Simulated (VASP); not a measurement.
# W in VASP: notebook

W is run at these levels: LDA; tasks: single point.

Everything below comes from runs of VASP 6.6.1. Logs are shortened: lines on timing, memory, paths and dates and some standing lists are left out, and cuts for length are marked.

## Step 1: The cell of the first run

The cell holds a slab with vacuum, 5 atoms: a = 4.433 Å, b = 4.433 Å, c = 19.620 Å, α = 90.00°, β = 90.00°, γ = 120.00°.

## Step 2: Single point, LDA

The input, INCAR:

```
ALGO = Normal
DIPOL = 0.5 0.5 0.500
EDIFF = 1E-7
ENCUT = 520
GGA = CA
IDIPOL = 3
ISIF = 2
ISMEAR = -1
LASPH = T
LCHARG = F
LDIPOL = T
LREAL = F
LWAVE = F
NBANDS = 43
NELM = 80
PREC = Accurate
SIGMA = 0.1
```

The input, KPOINTS:

```
k-points
0
Gamma
  11 11 1
```

The input, POSCAR:

```
W
1.0
    4.4333818594      0.0000000000      0.0000000000
   -2.2166909297      3.8394213149      0.0000000000
    0.0000000000      0.0000000000     19.6198000000
W
5
Direct
    0.8333333330      0.1666666670      0.4077503051
    0.1666666670      0.8333333330      0.4538751524
    0.5000000000      0.5000000000      0.5000000000
    0.8333333330      0.1666666670      0.5461248476
    0.1666666670      0.8333333330      0.5922496949
```

Potentials or basis: VASP PAW LDA potentials, release 64 (W_sv).

Started as:

```bash
$ cat potpaw_LDA.64/W_sv/POTCAR > POTCAR
$ mpirun -np 1 vasp_std > vasp.out
```

OUTCAR:

```text
EDIFF = 1E-7
   ENCUT = 520
   GGA = CA
   ISIF = 2
   ISMEAR = -1
   LASPH = T
   LREAL = F
   NELM = 80
   PREC = Accurate

 ion  position               nearest neighbor table
   1  0.833  0.167  0.408-   2 2.71   2 2.71   4 2.71   2 2.71   3 3.13   3 3.13   3 3.13
   2  0.167  0.833  0.454-   1 2.71   1 2.71   3 2.71   5 2.71   3 2.71   3 2.71   1 2.71   4 3.13
                             4 3.13   4 3.13
   3  0.500  0.500  0.500-   2 2.71   4 2.71   4 2.71   2 2.71   2 2.71   4 2.71   1 3.13   5 3.13
                             5 3.13   1 3.13   1 3.13   5 3.13
   4  0.833  0.167  0.546-   5 2.71   5 2.71   3 2.71   1 2.71   3 2.71   3 2.71   5 2.71   2 3.13
                             2 3.13   2 3.13
   5  0.167  0.833  0.592-   4 2.71   4 2.71   2 2.71   4 2.71   3 3.13   3 3.13   3 3.13

  LATTYP: Found a hexagonal cell.
 ALAT       =     4.4333818594
 C/A-ratio  =     4.4254703570

  Lattice vectors:

 A1 = (   4.4333818594,   0.0000000000,   0.0000000000)
 A2 = (  -2.2166909297,   3.8394213149,   0.0000000000)
 A3 = (   0.0000000000,   0.0000000000,  19.6198000000)

Analysis of symmetry for initial positions (statically):
=====================================================================
 Subroutine PRICEL returns:
 Original cell was already a primitive cell.

 Routine SETGRP: Setting up the symmetry group for a
 hexagonal supercell.

 Subroutine GETGRP returns: Found 12 space group operations
 (whereof  4 operations were pure point group operations)
 out of a pool of 24 trial point group operations.

The static configuration has the point symmetry C_2h.
 The point group associated with its full space group is D_3d.

Analysis of symmetry for dynamics (positions and initial velocities):
=====================================================================
 Subroutine PRICEL returns:
 Original cell was already a primitive cell.

 Routine SETGRP: Setting up the symmetry group for a
 hexagonal supercell.

 Subroutine GETGRP returns: Found 12 space group operations
 (whereof  4 operations were pure point group operations)
 out of a pool of 24 trial point group operations.

The dynamic configuration has the point symmetry C_2h.
 The point group associated with its full space group is D_3d.

 Subroutine INISYM returns: Found 12 space group operations
 (whereof  4 operations are pure point group operations),
 and found     1 'primitive' translations

----------------------------------------------------------------------------------------

                                     Primitive cell

  volume of cell :     333.9608

  direct lattice vectors                    reciprocal lattice vectors
     4.433381859  0.000000000  0.000000000     0.225561441  0.130227959  0.000000000
    -2.216690930  3.839421315  0.000000000     0.000000000  0.260455917  0.000000000
     0.000000000  0.000000000 19.619800000     0.000000000  0.000000000  0.050968919

  length of vectors
     4.433381859  4.433381859 19.619800000     0.260455917  0.260455917  0.050968919

  position of ions in fractional coordinates (direct lattice)
     0.833333333  0.166666667  0.407750305
     0.166666667  0.833333333  0.453875152
     0.500000000  0.500000000  0.500000000
     0.833333333  0.166666667  0.546124848
     0.166666667  0.833333333  0.592249695

  ion indices of the primitive-cell ions
   primitive index   ion index
                 1           1
                 2           2
                 3           3
                 4           4
                 5           5

----------------------------------------------------------------------------------------

 KPOINTS: k-points

Automatic generation of k-mesh.
 Grid dimensions read from file:
 generate k-points for:   11   11    1

 Generating k-lattice:

  Cartesian coordinates                     Fractional coordinates (reciprocal lattice)
     0.020505586  0.011838905  0.000000000     0.090909091  0.000000000  0.000000000
     0.000000000  0.023677811  0.000000000     0.000000000  0.090909091  0.000000000
     0.000000000  0.000000000  0.050968919     0.000000000  0.000000000  1.000000000

  Length of vectors
     0.023677811  0.023677811  0.050968919

  Shift w.r.t. Gamma in fractional coordinates (k-lattice)
     0.000000000  0.000000000  0.000000000

 Subroutine IBZKPT returns following result:
 ===========================================

 Found     16 irreducible k-points:

 Following reciprocal coordinates:
            Coordinates               Weight
  0.000000  0.000000  0.000000      1.000000
  0.090909 -0.000000  0.000000      6.000000
  0.181818  0.000000  0.000000      6.000000
  0.272727  0.000000  0.000000      6.000000
  0.363636  0.000000  0.000000      6.000000
  0.454545 -0.000000  0.000000      6.000000
[... 8 lines left out ...]
  0.272727  0.272727  0.000000      6.000000
  0.363636  0.272727  0.000000      6.000000
   k-points           NKPTS =     16   k-points in BZ     NKDIM =     16   number of bands    NBANDS=     43
   number of dos      NEDOS =    301   number of ions     NIONS =      5
   total plane-waves  NPLWV = 194400
   dimension x,y,z NGX =    36 NGY =   36 NGZ =  150
   dimension x,y,z NGXF=    72 NGYF=   72 NGZF=  300
   ions per type =               5
   NGX,Y,Z   is equivalent  to a cutoff of  13.50, 13.50, 12.71 a.u.
   NGXF,Y,Z  is equivalent  to a cutoff of  27.00, 27.00, 25.42 a.u.
 SYSTEM =  unknown system
   PREC   = accura    normal or accurate (medium, high low for compatibility)
   ISTART =      0    job   : 0-new  1-cont  2-samecut
   ICHARG =      2    charge: 1-file 2-atom 10-const
   ISPIN  =      1    spin polarized calculation?
   LNONCOLLINEAR =      F non collinear calculations
   LSORBIT =      F    spin-orbit coupling
   LASPH  =      T    aspherical Exc in radial PAW
   ENCUT  =  520.0 eV  38.22 Ry    6.18 a.u.   8.24  8.24 36.48*2*pi/ulx,y,z
   NELM   =     80;   NELMIN=  2; NELMDL= -5     # of ELM steps
   EDIFF  = 0.1E-06   stopping-criterion for ELM
   LREAL  =      F    real-space projection
   EDIFFG = 0.1E-05   stopping-criterion for IOM
   NSW    =      0    number of steps for IOM
   IBRION =     -1    ionic relax: 0-MD 1-quasi-New 2-CG
   NFREE  =      0    steps in history (QN), initial steepest desc. (CG)
   ISIF   =      2    stress and relaxation
   ISYM   =      2    0-nonsym 1-usesym 2-fastsym
   POTIM  = 0.5000    time-step for ionic-motion
   TEBEG  =    0.0;   TEEND  =   0.0 temperature during run
   PSTRESS=    0.0 pullay stress
   NELECT =      70.0000    total number of electrons
   NUPDOWN=      -1.0000    fix difference up-down
   EMIN   =  10.00;   EMAX   =-10.00  energy-range for DOS
   EFERMI =   0.00;   METHOD = LEGACY
   ISMEAR =    -1;   SIGMA  =   0.10  broadening in eV -4-tet -1-fermi 0-gaus
   EFERMI_NEDOS =   21; number of points for ismear=-14 and -15
   IALGO  =     38    algorithm
   IMIX   =      4    mixing-type and parameters
     AMIX     =   0.40;   BMIX     =  1.00
     AMIX_MAG =   1.60;   BMIX_MAG =  1.00
  volume/ion in A,a.u.               =      66.79       450.74
  Fermi-wavevector in a.u.,A,eV,Ry     =   0.972469  1.837700 12.866970  0.945696
  Thomas-Fermi vector in A             =   2.102770
   LORBIT       =      0    0 simple, 1 ext, 2 COOP (PROOUT), +10 PAW based schemes
   GGA     = CA    functional components
   LHFCALC =     F    Hartree Fock is set to
   AEXX    =    0.0000 exact exchange contribution
   IVDW    =     0    specifies the selected vdW correction
   LEPSILON=     F    determine dielectric tensor
   LRPA    =     F    only Hartree local field effects (RPA)
 non-spin polarized calculation
  energy-cutoff  :      520.00
  volume of cell :      333.96
 maximum number of plane-waves:      9009
 NGX is ok and might be reduce to    36
   NGX = 17   NGY = 17   NGZ = 73

 dipolmoment           0.000000      0.000000     -0.000000 electrons x Angstroem

 number of electron      70.0000010 magnetization

 dipolmoment           0.000000      0.000000      0.000000 electrons x Angstroem

 Free energy of the ion-electron system (eV)
  ---------------------------------------------------
  ext. energy  EPLUGINS =         0.00000000
  ---------------------------------------------------
  free energy    TOTEN  =       -61.21978983 eV

  energy without entropy =      -61.04215687  energy(sigma->0) =      -61.13097335

 E-fermi :  -0.4726     XC(G=0):  -4.5933

 val. band max:       -0.5650664923   @ k =   0.1818   0.1818   0.0000
 cond. band min:      -0.4486407213   @ k =   0.3636   0.2727   0.0000
 fundamental gap:      0.1164257710
 Fermi energy:        -0.4725595630

 k-point     1 :       0.0000    0.0000    0.0000
  band No.  band energies     occupation
      1     -74.3900      2.00000
      2     -74.1931      2.00000
      3     -74.1850      2.00000
      4     -73.8954      2.00000
      5     -73.8899      2.00000
      6     -39.0623      2.00000
[... 35 lines left out ...]
     42       1.6347      0.00000
     43       1.8822      0.00000

 k-point     2 :       0.0909   -0.0000    0.0000
  band No.  band energies     occupation
      1     -74.3891      2.00000
      2     -74.1927      2.00000
      3     -74.1846      2.00000
      4     -73.8961      2.00000
      5     -73.8911      2.00000
      6     -39.0830      2.00000
[... 35 lines left out ...]
     42       1.6406      0.00000
     43       1.7358      0.00000

 k-point     3 :       0.1818    0.0000    0.0000
  band No.  band energies     occupation
      1     -74.3866      2.00000
      2     -74.1913      2.00000
      3     -74.1836      2.00000
      4     -73.8980      2.00000
      5     -73.8942      2.00000
      6     -39.1295      2.00000
[... 35 lines left out ...]
     42       1.4827      0.00000
     43       1.6500      0.00000

 k-point     4 :       0.2727    0.0000    0.0000
  band No.  band energies     occupation
      1     -74.3834      2.00000
      2     -74.1893      2.00000
      3     -74.1824      2.00000
      4     -73.9006      2.00000
      5     -73.8982      2.00000
      6     -39.1789      2.00000
[... 495 lines left out ...]
     42       1.3913      0.00000
     43       1.6549      0.00000

 k-point    15 :       0.2727    0.2727    0.0000
  band No.  band energies     occupation
      1     -74.3780      2.00000
      2     -74.1841      2.00000
      3     -74.1813      2.00000
      4     -73.9056      2.00000
      5     -73.9053      2.00000
      6     -39.2242      2.00000
[... 35 lines left out ...]
     42       1.1609      0.00000
     43       1.3194      0.00000

 k-point    16 :       0.3636    0.2727    0.0000
  band No.  band energies     occupation
      1     -74.3775      2.00000
      2     -74.1830      2.00000
      3     -74.1817      2.00000
      4     -73.9064      2.00000
      5     -73.9059      2.00000
      6     -39.2244      2.00000
[... 35 lines left out ...]
     42       0.9859      0.00000
     43       1.5302      0.00000

------------------------ aborting loop because EDIFF is reached ----------------------------------------

 vacuum level on the upper side and lower side of the slab       (xc-potential included)        -0.081        -0.081

  FORCE on cell =-STRESS in cart. coord.  units (eV):
  Direction    XX          YY          ZZ          XY          YZ          ZX
  --------------------------------------------------------------------------------------
  -------------------------------------------------------------------------------------
  Total      -13.3370559    -13.3370559    -13.6155250     -0.0000000      0.0000000      0.0000000
  in kB      -63.9845421    -63.9845421    -65.3204977     -0.0000000      0.0000000      0.0000000
  external PRESSURE =     -64.4298606 kB  Pullay stress =       0.0000000 kB

 VOLUME and BASIS-vectors are now :
 -----------------------------------------------------------------------------
  energy-cutoff  :      520.00
  volume of cell :      333.96
      direct lattice vectors                 reciprocal lattice vectors
     4.433381859  0.000000000  0.000000000     0.225561441  0.130227959  0.000000000
    -2.216690930  3.839421315  0.000000000     0.000000000  0.260455917  0.000000000
     0.000000000  0.000000000 19.619800000     0.000000000  0.000000000  0.050968919

 POSITION                                       TOTAL-FORCE (eV/Angst)
 -----------------------------------------------------------------------------------
      3.32504      0.63990      7.99998         0.000000     -0.000000      3.304606
     -1.10835      3.19952      8.90494        -0.000000      0.000000      0.885003
      1.10835      1.91971      9.80990        -0.000000     -0.000000      0.000000
      3.32504      0.63990     10.71486         0.000000     -0.000000     -0.885003
     -1.10835      3.19952     11.61982         0.000000      0.000000     -3.304606
 -----------------------------------------------------------------------------------
    total drift:                                0.000012     -0.000007      0.000003

  FREE ENERGIE OF THE ION-ELECTRON SYSTEM (eV)
  ---------------------------------------------------
  free  energy   TOTEN  =       -61.2197898284 eV

  energy  without entropy=      -61.0421568664  energy(sigma->0) =      -61.13097335

 vacuum level on the upper side and lower side of the slab         3.671         3.671
```

Run time: 2.9 min. Hardware: 1 thread of Intel Xeon 6975P-C (Granite Rapids), shared host; peak memory 0.42 GiB.

What came out:

- Free energy: -61.2198 eV
- Largest force: 3.305 eV/Å

Forces on the atoms (eV/Å):
```
W    0.000  0.000  3.305
W    0.000  0.000  0.885
W    0.000  0.000  0.000
W    0.000  0.000 -0.885
W    0.000  0.000 -3.305
```

Levels at points of the mesh, in eV from the Fermi level:
| k point | band 31 | band 32 | band 33 | band 34 | band 35 | band 36 | band 37 | band 38 | band 39 | band 40 |
| --- | --- | --- | --- | --- | --- | --- | --- | --- | --- | --- |
| (0.00, 0.00, 0.00) | -1.52 | -1.52 | -1.21 | -1.21 | -1.21 | 0.04 | 1.29 | 1.31 | 1.31 | 1.67 |

Caveat: spin-orbit coupling is left out, which moves the levels of the heavy elements.

[end of part 1 of 2]
